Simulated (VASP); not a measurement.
# Mg2H3F (Cc) in VASP: a series of runs

Mg2H3F is run at these levels: PBEsol; tasks: single point.

All numbers are computed with VASP 6.6.1; they aren't measurements. Logs are shortened: lines on timing, memory, paths and dates and some standing lists are left out, and cuts for length are marked.

### 1 The cell of the first run

It takes space group Cc (No. 9, monoclinic). Conventional cell: a = 6.070 Å, b = 9.077 Å, c = 5.460 Å, α = 90.00°, β = 123.77°, γ = 90.00°. Within 2.6 Å of Mg (site symmetry 1) lie 4 H at 1.96 Å and 2 F at 1.96 Å. Mg (site symmetry 1) has 1 F at 1.96 Å and 5 H at 1.96 Å within 2.6 Å. F (site symmetry 1) has 3 Mg at 1.96 Å and 1 H at 2.49 Å within 2.6 Å. Within 2.6 Å of H (site symmetry 1) lie 3 Mg at 1.96 Å and 1 H at 2.49 Å. H (site symmetry 1) has 3 Mg at 1.96 Å and 1 F at 2.49 Å within 2.6 Å. H (site symmetry 1) has 3 Mg at 1.96 Å and 1 H at 2.49 Å within 2.6 Å.

### 2 Single point, PBEsol

The input, INCAR:

```
SYSTEM = Mg2H3F
PREC = Accurate ; ENCUT = 520
EDIFF = 1E-6 ; ISMEAR = 0
SIGMA = 0.1 ; LREAL = .False.
LASPH = .True. ; NELM = 60
ALGO = Normal ; ISIF = 2
LWAVE = .False. ; LCHARG = .False.
GGA = PS ; NBANDS = 26
```

The input, KPOINTS:

```
Automatic mesh
0
Gamma
  4 4 4
  0 0 0
```

The input, POSCAR:

```
Mg2H3F
1.0
    0.0000000000      4.5387361300     -3.0351692500
    0.0000000000     -4.5387361300     -3.0351692500
   -4.5387361300      0.0000000000      3.0351692500
Mg F H
4 2 6
Direct
    0.5000000000      0.5000000000      0.0000000000
    0.0000000000      0.0000000000      0.0000000000
    0.2500000000      0.7500000000      0.5000000000
    0.7500000000      0.2500000000      0.5000000000
    0.5000000000      0.1940000000      0.6940000000
    0.5560000000      0.7500000000      0.8060000000
    0.0000000000      0.6940000000      0.6940000000
    0.0560000000      0.2500000000      0.8060000000
    0.5000000000      0.8060000000      0.3060000000
    0.0000000000      0.3060000000      0.3060000000
    0.9440000000      0.7500000000      0.1940000000
    0.4440000000      0.2500000000      0.1940000000
```

Potentials or basis: VASP PAW PBE potentials, release 64 (Mg, F, H).

The run is started by

```
$ cat potpaw_PBE.64/Mg/POTCAR potpaw_PBE.64/F/POTCAR potpaw_PBE.64/H/POTCAR > POTCAR
$ mpirun -np 1 vasp_std > vasp.out
```

OUTCAR:

```text
SYSTEM = Mg2H3F
   PREC = Accurate
   ENCUT = 520
   EDIFF = 1E-6
   ISMEAR = 0
   LREAL = .False.
   LASPH = .True.
   NELM = 60
   ISIF = 2
   GGA = PS

 ion  position               nearest neighbor table
   1  0.500  0.500  0.000-   6 1.96   8 1.96  11 1.96  12 1.96   5 1.96   9 1.96   2 3.04   2 3.04
                             4 3.55   4 3.55   3 3.55   3 3.55   4 3.55   3 3.55   4 3.55   3 3.55
   2  0.000  0.000  0.000-   6 1.96   8 1.96  11 1.96  12 1.96   7 1.96  10 1.96   1 3.04   1 3.04
                             4 3.55   3 3.55   4 3.55   3 3.55   4 3.55   4 3.55   3 3.55   3 3.55
   3  0.250  0.750  0.500-   5 1.96   7 1.96   9 1.96  10 1.96   6 1.96  11 1.96   4 3.04   4 3.04
                             2 3.55   1 3.55   1 3.55   1 3.55   2 3.55   2 3.55   1 3.55   2 3.55
   4  0.750  0.250  0.500-   5 1.96   7 1.96   9 1.96  10 1.96   8 1.96  12 1.96   3 3.04   3 3.04
                             1 3.55   2 3.55   1 3.55   1 3.55   2 3.55   1 3.55   2 3.55   2 3.55
   5  0.500  0.194  0.694-   3 1.96   4 1.96   1 1.96
   6  0.556  0.750  0.806-   1 1.96   2 1.96   3 1.96
   7  0.000  0.694  0.694-   3 1.96   4 1.96   2 1.96
   8  0.056  0.250  0.806-   1 1.96   2 1.96   4 1.96
   9  0.500  0.806  0.306-   3 1.96   4 1.96   1 1.96
  10  0.000  0.306  0.306-   3 1.96   4 1.96   2 1.96
  11  0.944  0.750  0.194-   1 1.96   2 1.96   3 1.96
  12  0.444  0.250  0.194-   1 1.96   2 1.96   4 1.96

  LATTYP: Found a body centered tetragonal cell.
 ALAT       =     6.4187421911
 C/A-ratio  =     0.9457208779

  Lattice vectors:

 A1 = (   0.0000000000,   4.5387361300,  -3.0351692500)
 A2 = (   0.0000000000,  -4.5387361300,  -3.0351692500)
 A3 = (  -4.5387361300,   0.0000000000,   3.0351692500)

Analysis of symmetry for initial positions (statically):
=====================================================================
 Subroutine PRICEL returns:
 Original cell was already a primitive cell.

 Routine SETGRP: Setting up the symmetry group for a
 body centered tetragonal supercell.

 Subroutine GETGRP returns: Found  2 space group operations
 (whereof  1 operations were pure point group operations)
 out of a pool of 16 trial point group operations.

The static configuration has the point symmetry C_1 .
 The point group associated with its full space group is C_1h.

Analysis of symmetry for dynamics (positions and initial velocities):
=====================================================================
 Subroutine PRICEL returns:
 Original cell was already a primitive cell.

 Routine SETGRP: Setting up the symmetry group for a
 body centered tetragonal supercell.

[... 138 lines left out ...]
   EFERMI =   0.00;   METHOD = LEGACY
   ISMEAR =     0;   SIGMA  =   0.10  broadening in eV -4-tet -1-fermi 0-gaus
   EFERMI_NEDOS =   21; number of points for ismear=-14 and -15
   IALGO  =     38    algorithm
   IMIX   =      4    mixing-type and parameters
     AMIX     =   0.40;   BMIX     =  1.00
     AMIX_MAG =   1.60;   BMIX_MAG =  1.00
  volume/ion in A,a.u.               =      10.42        70.32
  Fermi-wavevector in a.u.,A,eV,Ry     =   0.994107  1.878590 13.445947  0.988249
  Thomas-Fermi vector in A             =   2.126036
   LORBIT       =      0    0 simple, 1 ext, 2 COOP (PROOUT), +10 PAW based schemes
   GGA     = PS    functional components
   LHFCALC =     F    Hartree Fock is set to
   AEXX    =    0.0000 exact exchange contribution
   IVDW    =     0    specifies the selected vdW correction
   LEPSILON=     F    determine dielectric tensor
   LRPA    =     F    only Hartree local field effects (RPA)
 non-spin polarized calculation
 Gauss-broadening in eV      SIGMA  =   0.10
  energy-cutoff  :      520.00
  volume of cell :      125.05
 maximum number of plane-waves:      3380
 NGX is ok and might be reduce to    42
   NGX = 21   NGY = 21   NGZ = 21

 number of electron      27.9999990 magnetization

 Free energy of the ion-electron system (eV)
  ---------------------------------------------------
  ext. energy  EPLUGINS =         0.00000000
  ---------------------------------------------------
  free energy    TOTEN  =       -42.68259523 eV

  energy without entropy =      -42.68259523  energy(sigma->0) =      -42.68259523

 E-fermi :   0.3342     XC(G=0):  -8.9400

 val. band max:       -0.2087492122   @ k =   0.0000   0.0000   0.2500
 cond. band min:       3.9935390364   @ k =   0.0000   0.0000   0.0000
 fundamental gap:      4.2022882486
 Fermi energy:         0.3341557980

 k-point     1 :       0.0000    0.0000    0.0000
  band No.  band energies     occupation
      1     -23.2607      2.00000
      2     -22.9948      2.00000
      3      -6.1160      2.00000
      4      -5.6077      2.00000
      5      -5.4214      2.00000
      6      -5.2437      2.00000
[... 685 lines left out ...]
     25      10.5211      0.00000
     26      10.5211      0.00000

------------------------ aborting loop because EDIFF is reached ----------------------------------------

  FORCE on cell =-STRESS in cart. coord.  units (eV):
  Direction    XX          YY          ZZ          XY          YZ          ZX
  --------------------------------------------------------------------------------------
  -------------------------------------------------------------------------------------
  Total       -0.0014866      0.0288323      0.0237497      0.0000000      0.0323146      0.0000000
  in kB       -0.0190473      0.3694083      0.3042889      0.0000000      0.4140250      0.0000000
  external PRESSURE =       0.2182166 kB  Pullay stress =       0.0000000 kB

 VOLUME and BASIS-vectors are now :
 -----------------------------------------------------------------------------
  energy-cutoff  :      520.00
  volume of cell :      125.05
      direct lattice vectors                 reciprocal lattice vectors
     0.000000000  4.538736130 -3.035169250    -0.110162826  0.110162826 -0.164735459
     0.000000000 -4.538736130 -3.035169250    -0.110162826 -0.110162826 -0.164735459
    -4.538736130  0.000000000  3.035169250    -0.220325653  0.000000000  0.000000000

 POSITION                                       TOTAL-FORCE (eV/Angst)
 -----------------------------------------------------------------------------------
      0.00000      0.00000     -3.03517        -0.317886     -0.060546      0.220240
      0.00000      0.00000      0.00000        -0.122168      0.117626     -0.218963
     -2.26937     -2.26937     -1.51758         0.317886     -0.060546      0.220240
     -2.26937      2.26937     -1.51758         0.122168      0.117626     -0.218963
     -3.14988      1.38885      0.00000        -0.147898     -0.139469      0.001573
     -3.65822     -0.88051     -1.51758         0.147898     -0.139469      0.001573
     -3.14988     -3.14988      0.00000        -0.023728     -0.033559     -0.014777
     -3.65822     -0.88051      1.51758         0.023728     -0.033559     -0.014777
     -1.38885     -1.38885     -3.03517         0.087181      0.087323      0.020052
     -1.38885     -1.38885      0.00000         0.032078      0.028625     -0.008126
     -0.88051      0.88051     -4.55275        -0.087181      0.087323      0.020052
     -0.88051      0.88051     -1.51758        -0.032078      0.028625     -0.008126
 -----------------------------------------------------------------------------------
    total drift:                               -0.000000      0.000200      0.000079

  FREE ENERGIE OF THE ION-ELECTRON SYSTEM (eV)
  ---------------------------------------------------
  free  energy   TOTEN  =       -42.6825952317 eV

  energy  without entropy=      -42.6825952317  energy(sigma->0) =      -42.68259523
```

It took 100 s on 1 thread of Oxide Virtual Turin-like, shared host; peak memory 0.26 GiB.

Results:

```
Free energy            : -42.6826 eV
Pressure               : 0.0 GPa
Largest force          : 0.391 eV/Å
Band gap on the k mesh : 4.20 eV (least direct gap 4.26 eV)
```

Forces on the atoms (eV/Å):
```
Mg  -0.318 -0.061  0.220
Mg  -0.122  0.118 -0.219
Mg   0.318 -0.061  0.220
Mg   0.122  0.118 -0.219
F   -0.148 -0.139  0.002
F    0.148 -0.139  0.002
H   -0.024 -0.034 -0.015
H    0.024 -0.034 -0.015
H    0.087  0.087  0.020
H    0.032  0.029 -0.008
H   -0.087  0.087  0.020
H   -0.032  0.029 -0.008
```

Caveat: the PAW data sets were made with another functional, which shifts forces and pressure a little.

(Continued in part 2 of 2.)
